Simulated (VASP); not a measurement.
# Hf2H3 (P6/mmm) in VASP: notebook

Runs on Hf2H3. Level: PBE. Tasks: relaxation of cell and atoms, single point.

Program: VASP 6.6.1. These are calculated values, not measurements. Logs are shortened: lines on timing, memory, paths and dates and some standing lists are left out, and cuts for length are marked.

## 1. The cell of the first run

The structure is hexagonal, space group P6/mmm (No. 191). Conventional cell: a = 5.071 Å, b = 5.071 Å, c = 2.991 Å, α = 90.00°, β = 90.00°, γ = 120.00°. Hf (site symmetry -6m2) has 5 Hf at 2.93 to 2.99 Å and 18 H at 2.97 to 3.84 Å within 3.9 Å. Within 1.3 Å of H (site symmetry 6mm) lie 2 H at 0.99 to 1.01 Å. Within 1.3 Å of H (site symmetry 6/mmm) lie 2 H at 0.99 Å.

## 2. Relaxation of cell and atoms, PBE

Input file INCAR:

```
SYSTEM = Hf2H3
  ALGO = Normal
  EDIFF = 1E-7
  EDIFFG = -0.04
  ENCUT = 600
  GGA = PE
  IBRION = 2
  ISIF = 3
  ISMEAR = 0
  LASPH = .True.
  LCHARG = .False.
  LREAL = .False.
  LWAVE = .False.
  NELM = 100
  NSW = 90
  PREC = Accurate
  SIGMA = 0.1
```

Input file KPOINTS:

```
k-points
0
Gamma
  6 6 6
  0 0 0
```

Input file POSCAR:

```
Hf2H3
1.0
    5.0713909178      0.0000000000      0.0000000000
   -2.5356954589      4.3919533674      0.0000000000
    0.0000000000      0.0000000000      2.9906460805
Hf H
2 3
Direct
    0.3333333333      0.6666666667      0.0000000000
    0.6666666667      0.3333333333      0.0000000000
    0.0000000000      0.0000000000      0.1685701189
    0.0000000000      0.0000000000      0.8314298811
    0.0000000000      0.0000000000      0.5000000000
```

Potentials or basis: VASP PAW PBE potentials, release 64 (Hf_pv, H).

On the command line:

```
$ cat potpaw_PBE.64/Hf_pv/POTCAR potpaw_PBE.64/H/POTCAR > POTCAR
$ mpirun -np 1 vasp_std > vasp.out
```

OUTCAR:

```text
SYSTEM = Hf2H3
   EDIFF = 1E-7
   EDIFFG = -0.04
   ENCUT = 600
   GGA = PE
   IBRION = 2
   ISIF = 3
   ISMEAR = 0
   LASPH = .True.
   LREAL = .False.
   NELM = 100
   NSW = 90
   PREC = Accurate

 ion  position               nearest neighbor table
   1  0.333  0.667  0.000-   2 2.93   2 2.93   2 2.93
   2  0.667  0.333  0.000-   1 2.93   1 2.93   1 2.93
   3  0.000  0.000  0.169-
   4  0.000  0.000  0.831-
   5  0.000  0.000  0.500-

  LATTYP: Found a hexagonal cell.
 ALAT       =     5.0713909178
 C/A-ratio  =     0.5897092393

  Lattice vectors:

 A1 = (   5.0713909178,   0.0000000000,   0.0000000000)
 A2 = (  -2.5356954589,   4.3919533674,   0.0000000000)
 A3 = (   0.0000000000,   0.0000000000,   2.9906460805)

Analysis of symmetry for initial positions (statically):
=====================================================================
 Subroutine PRICEL returns:
 Original cell was already a primitive cell.

 Routine SETGRP: Setting up the symmetry group for a
 hexagonal supercell.

 Subroutine GETGRP returns: Found 24 space group operations
 (whereof 24 operations were pure point group operations)
 out of a pool of 24 trial point group operations.

The static configuration has the point symmetry D_6h.

Analysis of symmetry for dynamics (positions and initial velocities):
=====================================================================
 Subroutine PRICEL returns:
 Original cell was already a primitive cell.

 Routine SETGRP: Setting up the symmetry group for a
 hexagonal supercell.

 Subroutine GETGRP returns: Found 24 space group operations
 (whereof 24 operations were pure point group operations)
 out of a pool of 24 trial point group operations.

The dynamic configuration has the point symmetry D_6h.

 Subroutine INISYM returns: Found 24 space group operations
 (whereof 24 operations are pure point group operations),
 and found     1 'primitive' translations

----------------------------------------------------------------------------------------

                                     Primitive cell

  volume of cell :      66.6116

  direct lattice vectors                    reciprocal lattice vectors
     5.071390918  0.000000000  0.000000000     0.197184563  0.113844560  0.000000000
    -2.535695459  4.391953367  0.000000000     0.000000000  0.227689121  0.000000000
     0.000000000  0.000000000  2.990646080     0.000000000  0.000000000  0.334375908

  length of vectors
     5.071390918  5.071390918  2.990646080     0.227689121  0.227689121  0.334375908

  position of ions in fractional coordinates (direct lattice)
     0.333333333  0.666666667  0.000000000
     0.666666667  0.333333333  0.000000000
     0.000000000  0.000000000  0.168570119
     0.000000000  0.000000000  0.831429881
     0.000000000  0.000000000  0.500000000

  ion indices of the primitive-cell ions
   primitive index   ion index
                 1           1
                 2           2
                 3           3
                 4           4
                 5           5

----------------------------------------------------------------------------------------

 KPOINTS: k-points

Automatic generation of k-mesh.
 Grid dimensions read from file:
 generate k-points for:    6    6    6

 Generating k-lattice:

  Cartesian coordinates                     Fractional coordinates (reciprocal lattice)
     0.032864094  0.018974093  0.000000000     0.166666667  0.000000000  0.000000000
     0.000000000  0.037948187  0.000000000     0.000000000  0.166666667  0.000000000
     0.000000000  0.000000000  0.055729318     0.000000000  0.000000000  0.166666667

  Length of vectors
     0.037948187  0.037948187  0.055729318

  Shift w.r.t. Gamma in fractional coordinates (k-lattice)
     0.000000000  0.000000000  0.000000000

 Subroutine IBZKPT returns following result:
 ===========================================

 Found     28 irreducible k-points:

 Following reciprocal coordinates:
            Coordinates               Weight
  0.000000  0.000000  0.000000      1.000000
  0.166667  0.000000  0.000000      6.000000
  0.333333  0.000000  0.000000      6.000000
  0.500000  0.000000  0.000000      3.000000
  0.166667  0.166667  0.000000      6.000000
  0.333333  0.166667  0.000000     12.000000
[... 16 lines left out ...]
  0.166667  0.000000  0.500000      6.000000
  0.333333  0.000000  0.500000      6.000000
 [... further k-points ...]
   k-points           NKPTS =     28   k-points in BZ     NKDIM =     28   number of bands    NBANDS=     15
   number of dos      NEDOS =    301   number of ions     NIONS =      5
   total plane-waves  NPLWV =  42336
   dimension x,y,z NGX =    42 NGY =   42 NGZ =   24
   dimension x,y,z NGXF=    84 NGYF=   84 NGZF=   48
   ions per type =               2   3
   NGX,Y,Z   is equivalent  to a cutoff of  13.77, 13.77, 13.34 a.u.
   NGXF,Y,Z  is equivalent  to a cutoff of  27.54, 27.54, 26.68 a.u.
 SYSTEM =  Hf2H3
   PREC   = accura    normal or accurate (medium, high low for compatibility)
   ISTART =      0    job   : 0-new  1-cont  2-samecut
   ICHARG =      2    charge: 1-file 2-atom 10-const
   ISPIN  =      1    spin polarized calculation?
   LNONCOLLINEAR =      F non collinear calculations
   LSORBIT =      F    spin-orbit coupling
   LASPH  =      T    aspherical Exc in radial PAW
   ENCUT  =  600.0 eV  44.10 Ry    6.64 a.u.  10.13 10.13  5.97*2*pi/ulx,y,z
   NELM   =    100;   NELMIN=  2; NELMDL= -5     # of ELM steps
   EDIFF  = 0.1E-06   stopping-criterion for ELM
   LREAL  =      F    real-space projection
   EDIFFG = -.4E-01   stopping-criterion for IOM
   NSW    =     90    number of steps for IOM
   IBRION =      2    ionic relax: 0-MD 1-quasi-New 2-CG
   NFREE  =      1    steps in history (QN), initial steepest desc. (CG)
   ISIF   =      3    stress and relaxation
   ISYM   =      2    0-nonsym 1-usesym 2-fastsym
   POTIM  = 0.5000    time-step for ionic-motion
   TEBEG  =    0.0;   TEEND  =   0.0 temperature during run
   PSTRESS=    0.0 pullay stress
   NELECT =      23.0000    total number of electrons
   NUPDOWN=      -1.0000    fix difference up-down
   EMIN   =  10.00;   EMAX   =-10.00  energy-range for DOS
   EFERMI =   0.00;   METHOD = LEGACY
   ISMEAR =     0;   SIGMA  =   0.10  broadening in eV -4-tet -1-fermi 0-gaus
   EFERMI_NEDOS =   21; number of points for ismear=-14 and -15
   IALGO  =     38    algorithm
   IMIX   =      4    mixing-type and parameters
     AMIX     =   0.40;   BMIX     =  1.00
     AMIX_MAG =   1.60;   BMIX_MAG =  1.00
  volume/ion in A,a.u.               =      13.32        89.90
  Fermi-wavevector in a.u.,A,eV,Ry     =   1.148508  2.170366 17.947057  1.319071
  Thomas-Fermi vector in A             =   2.285183
   LORBIT       =      0    0 simple, 1 ext, 2 COOP (PROOUT), +10 PAW based schemes
   GGA     = PE    functional components
   LHFCALC =     F    Hartree Fock is set to
   AEXX    =    0.0000 exact exchange contribution
   IVDW    =     0    specifies the selected vdW correction
   LEPSILON=     F    determine dielectric tensor
   LRPA    =     F    only Hartree local field effects (RPA)
 conjugate gradient relaxation of ions
 non-spin polarized calculation
 Gauss-broadening in eV      SIGMA  =   0.10
  energy-cutoff  :      600.00
  volume of cell :       66.61
 maximum number of plane-waves:      2244
 NGX is ok and might be reduce to    42
   NGX = 21   NGY = 21   NGZ = 11

--------------------------------------- Ionic step        1  -------------------------------------------

 number of electron      23.0000001 magnetization

 Free energy of the ion-electron system (eV)
  ---------------------------------------------------
  ext. energy  EPLUGINS =         0.00000000
  ---------------------------------------------------
  free energy    TOTEN  =       -24.85294933 eV

  energy without entropy =      -24.82753838  energy(sigma->0) =      -24.84024386

------------------------ aborting loop because EDIFF is reached ----------------------------------------

  FORCE on cell =-STRESS in cart. coord.  units (eV):
  Direction    XX          YY          ZZ          XY          YZ          ZX
  --------------------------------------------------------------------------------------
  -------------------------------------------------------------------------------------
  Total        1.0114920      1.0114920     -2.7674943      0.0000000      0.0000000      0.0000000
  in kB       24.3289407     24.3289407    -66.5652386      0.0000000      0.0000000      0.0000000
  external PRESSURE =      -5.9691191 kB  Pullay stress =       0.0000000 kB
[... 102 lines left out ...]
  energy  without entropy=      -24.9142536812  energy(sigma->0) =      -24.92249665

--------------------------------------- Ionic step        4  -------------------------------------------

 number of electron      22.9999997 magnetization

 E-fermi :   3.0379     XC(G=0): -10.0352

 val. band max:        3.0363614621   @ k =   0.1667   0.0000   0.1667
 cond. band min:       3.0870436980   @ k =   0.5000   0.0000   0.5000
 fundamental gap:      0.0506822359
 Fermi energy:         3.0379307296

 k-point     1 :       0.0000    0.0000    0.0000
  band No.  band energies     occupation
      1     -27.9830      2.00000
      2     -27.9830      2.00000
      3     -27.5125      2.00000
      4     -27.5125      2.00000
      5     -27.1398      2.00000
      6     -27.0508      2.00000
      7      -8.3678      2.00000
      8      -1.4851      2.00000
      9       1.7068      2.00000
     10       2.1503      2.00000
     11       2.2145      2.00000
     12       2.2145      2.00000
     13       3.1559      0.09512
     14       3.1559      0.09512
     15       6.9878      0.00000
[... 397 lines left out ...]
 k-point    24 :       0.3333    0.0000    0.5000
  band No.  band energies     occupation
      1     -28.1068      2.00000
      2     -28.0261      2.00000
      3     -27.8866      2.00000
      4     -27.7857      2.00000
      5     -27.4912      2.00000
      6     -27.3842      2.00000
      7      -3.7921      2.00000
      8      -3.7844      2.00000
      9       1.1380      2.00000
     10       1.6762      2.00000
     11       1.9751      2.00000
     12       3.1764      0.05017
     13       3.6875      0.00000
     14       3.8113      0.00000
     15       4.7875      0.00000

 [... further k-points ...]
[... 5 lines left out ...]
  --------------------------------------------------------------------------------------
  -------------------------------------------------------------------------------------
  Total        0.3296089      0.3296089      0.1414649      0.0000000      0.0000000      0.0000000
  in kB        7.8664518      7.8664518      3.3762049      0.0000000      0.0000000      0.0000000
  external PRESSURE =       6.3697028 kB  Pullay stress =       0.0000000 kB
[... 102 lines left out ...]
  energy  without entropy=      -24.9292505591  energy(sigma->0) =      -24.93690662

--------------------------------------- Ionic step        7  -------------------------------------------

 number of electron      22.9999997 magnetization

 Free energy of the ion-electron system (eV)
  ---------------------------------------------------
  ext. energy  EPLUGINS =         0.00000000
  ---------------------------------------------------
  free energy    TOTEN  =       -24.94468880 eV

  energy without entropy =      -24.92928358  energy(sigma->0) =      -24.93698619

 E-fermi :   2.9524     XC(G=0):  -9.9684

 val. band max:        2.9439249455   @ k =   0.5000   0.0000   0.1667
 cond. band min:       2.9556486290   @ k =   0.1667   0.0000   0.1667
 fundamental gap:      0.0117236835
 Fermi energy:         2.9524328904

 k-point     1 :       0.0000    0.0000    0.0000
  band No.  band energies     occupation
      1     -28.0805      2.00000
      2     -28.0805      2.00000
      3     -27.6413      2.00000
      4     -27.6413      2.00000
      5     -27.2495      2.00000
      6     -27.1677      2.00000
      7      -8.4065      2.00000
      8      -1.5915      2.00000
      9       1.5688      2.00000
     10       2.0670      2.00000
     11       2.1470      2.00000
     12       2.1470      2.00000
     13       3.0332      0.25312
     14       3.0332      0.25312
     15       6.9259      0.00000
[... 397 lines left out ...]
 k-point    24 :       0.3333    0.0000    0.5000
  band No.  band energies     occupation
      1     -28.2173      2.00000
      2     -28.1424      2.00000
      3     -27.9827      2.00000
      4     -27.8886      2.00000
      5     -27.6146      2.00000
      6     -27.5150      2.00000
      7      -3.8397      2.00000
      8      -3.8211      2.00000
      9       1.0841      2.00000
     10       1.6050      2.00000
     11       1.9161      2.00000
     12       3.0712      0.09290
     13       3.6060      0.00000
     14       3.7532      0.00000
     15       4.6354      0.00000

 [... further k-points ...]
[... 5 lines left out ...]
  --------------------------------------------------------------------------------------
  -------------------------------------------------------------------------------------
  Total       -0.0064035     -0.0064035     -0.0004842      0.0000000     -0.0000000      0.0000000
  in kB       -0.1505527     -0.1505527     -0.0113839      0.0000000     -0.0000000      0.0000000
  external PRESSURE =      -0.1041631 kB  Pullay stress =       0.0000000 kB
[... 20 lines left out ...]
  FREE ENERGIE OF THE ION-ELECTRON SYSTEM (eV)
  ---------------------------------------------------
  free  energy   TOTEN  =       -24.9446887979 eV

  energy  without entropy=      -24.9292835821  energy(sigma->0) =      -24.93698619

 reached required accuracy - stopping structural energy minimisation
```

Wall time 2.7 min (1 thread of Oxide Virtual Turin-like, shared host); peak memory 0.19 GiB.

Results:

```yaml
Free_energy: -24.9447 eV
Relaxed_volume: 13.63 Å³/atom
Relaxed_cell: a = 5.229 Å, b = 5.229 Å, c = 2.878 Å, α = 90.00°, β = 90.00°, γ = 120.00°
Space_group_after_relaxing_to_0.05_Å: P6/mmm (No. 191)
Energy_gained_by_relaxing: 18.3 meV/atom
Ionic_steps: 7
Pressure_after_relaxing: 0.0 GPa
Largest_force_after_relaxing: 0.012 eV/Å
```

Forces in eV/Å, atoms in the order of the input:
```
Hf   0.000  0.000  0.000
Hf   0.000  0.000  0.000
H    0.000  0.000 -0.012
H    0.000  0.000  0.012
H    0.000  0.000  0.000
```

The path:
```
step  energy change (eV)  largest force (eV/Å)  pressure (GPa)  volume (Å³)
   1              0.0000                0.2453           -0.60        66.61
   2             -0.0700                0.0127            0.83        66.10
   3             -0.0778                0.1493            1.55        65.88
   4             -0.0893                0.0351            0.64        67.13
   5             -0.0916                0.0569            0.00        68.12
   6             -0.0916                0.0503            0.04        68.05
   7             -0.0917                0.0117           -0.01        68.15
```

Final structure:
```
CELL_PARAMETERS angstrom
5.22917 0.00000 0.00000
-2.61458 4.52859 0.00000
0.00000 0.00000 2.87768
ATOMIC_POSITIONS crystal
Hf 0.33333 0.66667 0.00000
Hf 0.66667 0.33333 0.00000
H 0.00000 0.00000 0.17146
H 0.00000 0.00000 0.82854
H 0.00000 0.00000 0.50000
```

Caveat: spin-orbit coupling is left out, which moves the levels of the heavy elements.

## 3. Single point, PBE

This run uses another cell than the first one, of 13.52 Å³/atom, 1.015 times its volume.

Input file INCAR:

```
SYSTEM = Hf2H3
ALGO = Normal
EDIFF = 1E-7
ENCUT = 520
GGA = PE
ISIF = 2
ISMEAR = 0
LASPH = .True.
LCHARG = .False.
LREAL = .False.
LWAVE = .False.
NBANDS = 20
NELM = 100
PREC = Accurate
SIGMA = 0.1
```

Input file KPOINTS:

```
k-points
0
Gamma
  12 12 14
  0 0 0
```

Input file POSCAR:

```
Hf2H3
1.0
    5.1808607396      0.0000000000      0.0000000000
   -2.5904303698      4.4867570140      0.0000000000
    0.0000000000      0.0000000000      2.9086649099
Hf H
2 3
Direct
    0.3333333333      0.6666666667      0.0000000000
    0.6666666667      0.3333333333      0.0000000000
    0.0000000000      0.0000000000      0.1712164370
    0.0000000000      0.0000000000      0.8287835630
    0.0000000000      0.0000000000      0.5000000000
```

Potentials or basis: VASP PAW PBE potentials, release 64 (Hf_pv, H).

On the command line:

```
$ cat potpaw_PBE.64/Hf_pv/POTCAR potpaw_PBE.64/H/POTCAR > POTCAR
$ mpirun -np 1 vasp_std > vasp.out
```

It took 2.4 min on 1 thread of Oxide Virtual Turin-like, shared host; peak memory 0.28 GiB.

The run converged. Its results:

```
Free energy   : -24.9473 eV
Pressure      : -0.3 GPa
Largest force : 0.004 eV/Å
```

Forces in eV/Å, atoms in the order of the input:
```
Hf   0.000  0.000  0.000
Hf   0.000  0.000  0.000
H    0.000  0.000 -0.004
H    0.000  0.000  0.004
H    0.000  0.000  0.000
```

Levels at points of the mesh, in eV from the Fermi level:
```csv
k point,band 9,band 10,band 11,band 12,band 13,band 14,band 15,band 16
"(0.00, 0.00, 0.00)",-1.25,-0.83,-0.74,-0.74,0.15,0.15,3.80,3.80
"(0.50, 0.00, 0.00)",-2.88,-0.71,-0.56,-0.56,0.66,1.62,3.09,3.59
"(0.00, 0.00, 0.50)",-1.44,-1.44,-0.49,1.01,1.01,1.37,1.37,1.77
"(0.50, 0.00, 0.50)",-1.94,-0.91,-0.84,-0.45,0.01,0.63,2.11,4.14
```

Caveat: spin-orbit coupling is left out, which moves the levels of the heavy elements.

## 4. Single point, PBE

This run uses another cell than the first one, of 13.52 Å³/atom, 1.015 times its volume.

Input file INCAR:

```
PREC = Accurate
ENCUT = 520
EDIFF = 1E-6
ISMEAR = 0
SIGMA = 0.1
LREAL = F
LASPH = T
NELM = 80
ALGO = Normal
ISIF = 2
LWAVE = F
LCHARG = F
GGA = PE
NBANDS = 20
```

Input file KPOINTS:

```
regular mesh
0
Gamma
  12 12 14
```

POSCAR is that of step 3.

On the command line:

```
$ cat potpaw_PBE.64/Hf_pv/POTCAR potpaw_PBE.64/H/POTCAR > POTCAR
$ mpirun -np 1 vasp_std > vasp.out
```

Wall time 2.8 min (1 thread of Oxide Virtual Turin-like, shared host); peak memory 0.28 GiB.

It converged, with:

| Quantity | Value |
| --- | --- |
| Free energy | -24.9473 eV |
| Pressure | -0.3 GPa |
| Largest force | 0.004 eV/Å |

Forces on the atoms (eV/Å):
```
Hf   0.000  0.000  0.000
Hf   0.000  0.000  0.000
H    0.000  0.000 -0.004
H    0.000  0.000  0.004
H    0.000  0.000  0.000
```

Levels at points of the mesh, in eV from the Fermi level:
| k point | band 9 | band 10 | band 11 | band 12 | band 13 | band 14 | band 15 | band 16 |
| --- | --- | --- | --- | --- | --- | --- | --- | --- |
| (0.00, 0.00, 0.00) | -1.25 | -0.83 | -0.74 | -0.74 | 0.15 | 0.15 | 3.80 | 3.80 |
| (0.50, 0.00, 0.00) | -2.88 | -0.71 | -0.56 | -0.56 | 0.66 | 1.62 | 3.09 | 3.59 |
| (0.00, 0.00, 0.50) | -1.44 | -1.44 | -0.49 | 1.01 | 1.01 | 1.37 | 1.37 | 1.77 |
| (0.50, 0.00, 0.50) | -1.94 | -0.91 | -0.84 | -0.45 | 0.01 | 0.63 | 2.11 | 4.14 |

Caveat: spin-orbit coupling is left out, which moves the levels of the heavy elements.

(Part 1 of 2 ends here.)
